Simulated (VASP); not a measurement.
## SnO: single point with PBE

The system is SnO.

```
Sn O
1.0
     0.00000    2.73786    2.73786
     2.73786    0.00000    2.73786
     2.73786    2.73786    0.00000
Sn O
1 1
Cartesian
  4.1068 4.1068 4.1068
  0.0000 0.0000 0.0000
```

```json
{"Program": "VASP 6.6.1", "Task": "single point", "Functional": "PBE", "Potentials or basis": "VASP PAW PBE potentials, release 64 (Sn_d, O)", "Cutoff": "520 eV", "k mesh": "6 × 6 × 6", "Occupations": "gaussian, width 0.1 eV", "Spin": "no spin polarisation"}
```

```
Pressure               : 0.2 GPa
Band gap on the k mesh : zero (band 10 reaches 5.69 eV, above the bottom of band 11 at 5.55 eV)
```

Levels at points of the mesh, in eV from the Fermi level:
```
           k point  band 6  band 7  band 8  band 9  band 10  band 11  band 12  band 13  band 14  band 15
(0.00, 0.00, 0.00)  -18.69   -6.27   -3.48   -3.48    -3.48     4.39     4.39     4.39     8.83    11.39
(0.50, 0.00, 0.00)  -18.13   -7.79   -3.89   -3.89    -2.37     1.69     4.53     4.53     8.47    10.90
(0.50, 0.50, 0.00)  -17.97   -7.63   -4.62   -4.62    -0.54    -0.19     5.12     5.12     5.46    10.05
```

It took 12 s on 1 thread of AMD EPYC 7R43 64-Core Processor (Zen 3) (shared host), peak memory 0.13 GiB.

Caveat: spin-orbit coupling is left out, which moves the levels of the heavy elements.
